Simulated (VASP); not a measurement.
# Cd4SeS3 (P-43m) in VASP: relaxation of cell and atoms with PBE

Aim: the relaxation of cell and atoms of Cd4SeS3 with PBE.

Everything below comes from runs of VASP 6.6.1. Logs are shortened: lines on timing, memory, paths and dates and some standing lists are left out, and cuts for length are marked.

## Step 1: The cell of the first run

The structure is cubic, space group P-43m (No. 215). The conventional cell has a = 5.997 Å, b = 5.997 Å, c = 5.997 Å, α = 90.00°, β = 90.00°, γ = 90.00°. Within 3.4 Å of Cd (site symmetry 3m) lie 3 S at 2.58 Å and 1 Se at 2.66 Å. Within 3.5 Å of Se (site symmetry -43m) lie 4 Cd at 2.66 Å. Within 3.4 Å of S (site symmetry -42m) lie 4 Cd at 2.58 Å.

## Step 2: Relaxation of cell and atoms, PBE

INCAR

```
  PREC = Accurate
  ENCUT = 500
  EDIFF = 1E-7
  ISMEAR = 0
  SIGMA = 0.02
  LREAL = False
  LASPH = True
  NELM = 120
  ALGO = Normal
  ISIF = 3
  LWAVE = False
  LCHARG = False
  GGA = PE
  IBRION = 2
  NSW = 100
  EDIFFG = -0.01
  GGA_COMPAT = False
  NELMIN = 4
```

KPOINTS

```
Automatic mesh
0
Gamma
  6 6 6
```

POSCAR

```
Cd4SeS3
1.0
    5.9967950326      0.0000000000      0.0000000000
    0.0000000000      5.9967950326      0.0000000000
    0.0000000000      0.0000000000      5.9967950326
Cd Se S
4 1 3
Direct
    0.7438319047      0.7438319047      0.2561680953
    0.7438319047      0.2561680953      0.7438319047
    0.2561680953      0.7438319047      0.7438319047
    0.2561680953      0.2561680953      0.2561680953
    0.0000000000      0.0000000000      0.0000000000
    0.0000000000      0.5000000000      0.5000000000
    0.5000000000      0.0000000000      0.5000000000
    0.5000000000      0.5000000000      0.0000000000
```

Potentials or basis: VASP PAW PBE potentials, release 64 (Cd, Se, S).

The run is started by

```bash
> cat potpaw_PBE.64/Cd/POTCAR potpaw_PBE.64/Se/POTCAR potpaw_PBE.64/S/POTCAR > POTCAR
> mpirun -np 1 vasp_std > vasp.out
```

OUTCAR:

```text
PREC = Accurate
   ENCUT = 500
   EDIFF = 1E-7
   ISMEAR = 0
   LREAL = False
   LASPH = True
   NELM = 120
   ISIF = 3
   GGA = PE
   IBRION = 2
   NSW = 100
   EDIFFG = -0.01
   NELMIN = 4

 ion  position               nearest neighbor table
   1  0.744  0.744  0.256-   6 2.58   7 2.58   8 2.58   5 2.66
   2  0.744  0.256  0.744-   6 2.58   7 2.58   8 2.58   5 2.66
   3  0.256  0.744  0.744-   6 2.58   7 2.58   8 2.58   5 2.66
   4  0.256  0.256  0.256-   6 2.58   7 2.58   8 2.58   5 2.66
   5  0.000  0.000  0.000-   1 2.66   2 2.66   3 2.66   4 2.66
   6  0.000  0.500  0.500-   1 2.58   2 2.58   3 2.58   4 2.58
   7  0.500  0.000  0.500-   1 2.58   2 2.58   3 2.58   4 2.58
   8  0.500  0.500  0.000-   1 2.58   2 2.58   3 2.58   4 2.58

  LATTYP: Found a simple cubic cell.
 ALAT       =     5.9967950326

  Lattice vectors:

 A1 = (   5.9967950326,   0.0000000000,   0.0000000000)
 A2 = (   0.0000000000,   5.9967950326,   0.0000000000)
 A3 = (   0.0000000000,   0.0000000000,   5.9967950326)

Analysis of symmetry for initial positions (statically):
=====================================================================
 Subroutine PRICEL returns:
 Original cell was already a primitive cell.

 Routine SETGRP: Setting up the symmetry group for a
 simple cubic supercell.

 Subroutine GETGRP returns: Found 24 space group operations
 (whereof 24 operations were pure point group operations)
 out of a pool of 48 trial point group operations.

The static configuration has the point symmetry T_d .

Analysis of symmetry for dynamics (positions and initial velocities):
=====================================================================
 Subroutine PRICEL returns:
 Original cell was already a primitive cell.

 Routine SETGRP: Setting up the symmetry group for a
 simple cubic supercell.

 Subroutine GETGRP returns: Found 24 space group operations
 (whereof 24 operations were pure point group operations)
 out of a pool of 48 trial point group operations.

The dynamic configuration has the point symmetry T_d .

 Subroutine INISYM returns: Found 24 space group operations
 (whereof 24 operations are pure point group operations),
 and found     1 'primitive' translations

----------------------------------------------------------------------------------------

                                     Primitive cell

  volume of cell :     215.6540

  direct lattice vectors                    reciprocal lattice vectors
     5.996795033  0.000000000  0.000000000     0.166755741  0.000000000  0.000000000
[... 84 lines left out ...]
   PREC   = accura    normal or accurate (medium, high low for compatibility)
   ISTART =      0    job   : 0-new  1-cont  2-samecut
   ICHARG =      2    charge: 1-file 2-atom 10-const
   ISPIN  =      1    spin polarized calculation?
   LNONCOLLINEAR =      F non collinear calculations
   LSORBIT =      F    spin-orbit coupling
   LASPH  =      T    aspherical Exc in radial PAW
   ENCUT  =  500.0 eV  36.75 Ry    6.06 a.u.  10.93 10.93 10.93*2*pi/ulx,y,z
   NELM   =    120;   NELMIN=  4; NELMDL= -5     # of ELM steps
   EDIFF  = 0.1E-06   stopping-criterion for ELM
   LREAL  =      F    real-space projection
   EDIFFG = -.1E-01   stopping-criterion for IOM
   NSW    =    100    number of steps for IOM
   IBRION =      2    ionic relax: 0-MD 1-quasi-New 2-CG
   NFREE  =      1    steps in history (QN), initial steepest desc. (CG)
   ISIF   =      3    stress and relaxation
   ISYM   =      2    0-nonsym 1-usesym 2-fastsym
   POTIM  = 0.5000    time-step for ionic-motion
   TEBEG  =    0.0;   TEEND  =   0.0 temperature during run
   PSTRESS=    0.0 pullay stress
   NELECT =      72.0000    total number of electrons
   NUPDOWN=      -1.0000    fix difference up-down
   EMIN   =  10.00;   EMAX   =-10.00  energy-range for DOS
   EFERMI =   0.00;   METHOD = LEGACY
   ISMEAR =     0;   SIGMA  =   0.02  broadening in eV -4-tet -1-fermi 0-gaus
   EFERMI_NEDOS =   21; number of points for ismear=-14 and -15
   IALGO  =     38    algorithm
   IMIX   =      4    mixing-type and parameters
     AMIX     =   0.40;   BMIX     =  1.00
     AMIX_MAG =   1.60;   BMIX_MAG =  1.00
  volume/ion in A,a.u.               =      26.96       181.91
  Fermi-wavevector in a.u.,A,eV,Ry     =   1.135707  2.146176 17.549220  1.289831
  Thomas-Fermi vector in A             =   2.272412
   LORBIT       =      0    0 simple, 1 ext, 2 COOP (PROOUT), +10 PAW based schemes
   GGA     = PE    functional components
   LHFCALC =     F    Hartree Fock is set to
   AEXX    =    0.0000 exact exchange contribution
   IVDW    =     0    specifies the selected vdW correction
   LEPSILON=     F    determine dielectric tensor
   LRPA    =     F    only Hartree local field effects (RPA)
 conjugate gradient relaxation of ions
 non-spin polarized calculation
 Gauss-broadening in eV      SIGMA  =   0.02
  energy-cutoff  :      500.00
  volume of cell :      215.65
 maximum number of plane-waves:      5522
 NGX is ok and might be reduce to    48
   NGX = 21   NGY = 21   NGZ = 21

--------------------------------------- Ionic step        1  -------------------------------------------

 number of electron      71.9999990 magnetization

 Free energy of the ion-electron system (eV)
  ---------------------------------------------------
  ext. energy  EPLUGINS =         0.00000000
  ---------------------------------------------------
  free energy    TOTEN  =       -23.90439295 eV

  energy without entropy =      -23.90439295  energy(sigma->0) =      -23.90439295

------------------------ aborting loop because EDIFF is reached ----------------------------------------

  FORCE on cell =-STRESS in cart. coord.  units (eV):
  Direction    XX          YY          ZZ          XY          YZ          ZX
  --------------------------------------------------------------------------------------
  -------------------------------------------------------------------------------------
  Total        0.2506330      0.2506330      0.2506330      0.0000000     -0.0000000      0.0000000
  in kB        1.8620492      1.8620492      1.8620492      0.0000000     -0.0000000      0.0000000
  external PRESSURE =       1.8620492 kB  Pullay stress =       0.0000000 kB
[... 113 lines left out ...]
--------------------------------------- Ionic step        4  -------------------------------------------

 number of electron      71.9999991 magnetization

 Free energy of the ion-electron system (eV)
  ---------------------------------------------------
  ext. energy  EPLUGINS =         0.00000000
  ---------------------------------------------------
  free energy    TOTEN  =       -23.90493781 eV

  energy without entropy =      -23.90493781  energy(sigma->0) =      -23.90493781

 E-fermi :   0.9007     XC(G=0):  -8.8315

 val. band max:        0.7849760657   @ k =   0.0000   0.0000   0.0000
 cond. band min:       1.6442783073   @ k =   0.0000   0.0000   0.0000
 fundamental gap:      0.8593022416
 Fermi energy:         0.9007127926

 k-point     1 :       0.0000    0.0000    0.0000
  band No.  band energies     occupation
      1     -11.3426      2.00000
      2     -10.8897      2.00000
      3     -10.8492      2.00000
      4     -10.8492      2.00000
      5      -6.8359      2.00000
      6      -6.8359      2.00000
[... 944 lines left out ...]
  FREE ENERGIE OF THE ION-ELECTRON SYSTEM (eV)
  ---------------------------------------------------
  free  energy   TOTEN  =       -23.9049378070 eV

  energy  without entropy=      -23.9049378070  energy(sigma->0) =      -23.90493781

 reached required accuracy - stopping structural energy minimisation
```

OSZICAR:

```text
N       E                     dE             d eps       ncg     rms          rms(c)
DAV:   1     0.498547871905E+03    0.49855E+03   -0.34034E+04  1720   0.148E+03
DAV:   2     0.706063333895E+01   -0.49149E+03   -0.48161E+03  1927   0.364E+02
[... 37 lines left out ...]
DAV:   2    -0.239049380942E+02   -0.66591E-05   -0.13133E-04  2056   0.610E-02    0.788E-03
DAV:   3    -0.239049374778E+02    0.61634E-06   -0.28594E-06  1966   0.925E-03    0.500E-03
DAV:   4    -0.239049374438E+02    0.33973E-07   -0.10109E-06  1985   0.500E-03    0.238E-03
DAV:   5    -0.239049376045E+02   -0.16063E-06   -0.75780E-08  1024   0.138E-03    0.132E-03
DAV:   6    -0.239049377529E+02   -0.14847E-06   -0.23373E-08   959   0.679E-04    0.458E-04
DAV:   7    -0.239049378070E+02   -0.54064E-07   -0.71385E-09   938   0.422E-04
   4 F= -.23904938E+02 E0= -.23904938E+02  d E =-.385339E-04
```

CONTCAR:

```text
Cd4SeS3
   1.00000000000000
     6.0042259105594633    0.0000000000000000    0.0000000000000000
     0.0000000000000000    6.0042259105594633    0.0000000000000000
    -0.0000000000000000   -0.0000000000000000    6.0042259105594633
  Cd              Se              S
     4     1     3
Direct
     0.7439876984873917    0.7439876984873917    0.2560123015126083
     0.7439876984873917    0.2560123015126083    0.7439876984873917
     0.2560123015126083    0.7439876984873917    0.7439876984873917
     0.2560123015126083    0.2560123015126083    0.2560123015126083
     1.0000000000000000    1.0000000000000000    0.0000000000000000
     1.0000000000000000    0.5000000000000000    0.5000000000000000
     0.5000000000000000    1.0000000000000000    0.5000000000000000
     0.5000000000000000    0.5000000000000000    0.0000000000000000

  0.00000000E+00  0.00000000E+00  0.00000000E+00
  0.00000000E+00  0.00000000E+00  0.00000000E+00
  0.00000000E+00  0.00000000E+00  0.00000000E+00
  0.00000000E+00  0.00000000E+00  0.00000000E+00
  0.00000000E+00  0.00000000E+00  0.00000000E+00
  0.00000000E+00  0.00000000E+00  0.00000000E+00
  0.00000000E+00  0.00000000E+00  0.00000000E+00
  0.00000000E+00  0.00000000E+00  0.00000000E+00
```

It took 4.9 min on 1 thread of Intel Xeon Platinum 8559C (Emerald Rapids), shared host; peak memory 0.42 GiB.

Results:

- Free energy: -23.9049 eV
- Relaxed volume: 27.06 Å³/atom
- Relaxed cell: a = 6.004 Å, b = 6.004 Å, c = 6.004 Å, α = 90.00°, β = 90.00°, γ = 90.00°
- Space group after relaxing (to 0.05 Å): P-43m (No. 215)
- Energy gained by relaxing: 0.1 meV/atom
- Ionic steps: 4
- Pressure after relaxing: 0.0 GPa
- Largest force after relaxing: 0.009 eV/Å
- Band gap on the k mesh: 0.86 eV, direct

Forces on the atoms (eV/Å):
```
Cd   0.005  0.005 -0.005
Cd   0.005 -0.005  0.005
Cd  -0.005  0.005  0.005
Cd  -0.005 -0.005 -0.005
Se   0.000  0.000  0.000
S    0.000  0.000  0.000
S    0.000  0.000  0.000
S    0.000  0.000  0.000
```

The path:
| step | energy change (eV) | largest force (eV/Å) | pressure (GPa) | volume (Å³) |
| --- | --- | --- | --- | --- |
| 1 | 0.0000 | 0.0214 | 0.19 | 215.65 |
| 2 | -0.0005 | 0.0144 | -0.05 | 216.63 |
| 3 | -0.0005 | 0.0155 | -0.01 | 216.47 |
| 4 | -0.0005 | 0.0093 | -0.01 | 216.46 |

Final structure:
```
Cd Se S
1.0
     6.00423    0.00000    0.00000
     0.00000    6.00423    0.00000
     0.00000    0.00000    6.00423
Cd Se S
4 1 3
Direct
  0.74399 0.74399 0.25601
  0.74399 0.25601 0.74399
  0.25601 0.74399 0.74399
  0.25601 0.25601 0.25601
  0.00000 0.00000 0.00000
  0.00000 0.50000 0.50000
  0.50000 0.00000 0.50000
  0.50000 0.50000 0.00000
```

Levels at points of the mesh, in eV from the valence-band top:
```tsv
k point	band 33	band 34	band 35	band 36	band 37	band 38	band 39	band 40
(0.00, 0.00, 0.00)	-1.64	0.00	0.00	0.00	0.86	3.32	3.62	3.62
(0.50, 0.00, 0.00)	-1.06	-1.06	-0.80	-0.80	3.32	3.36	4.64	4.70
(0.50, 0.50, 0.00)	-0.89	-0.79	-0.58	-0.58	3.93	3.93	3.95	4.00
(0.50, 0.50, 0.50)	-0.78	-0.49	-0.49	-0.49	2.70	2.70	2.70	2.90
```
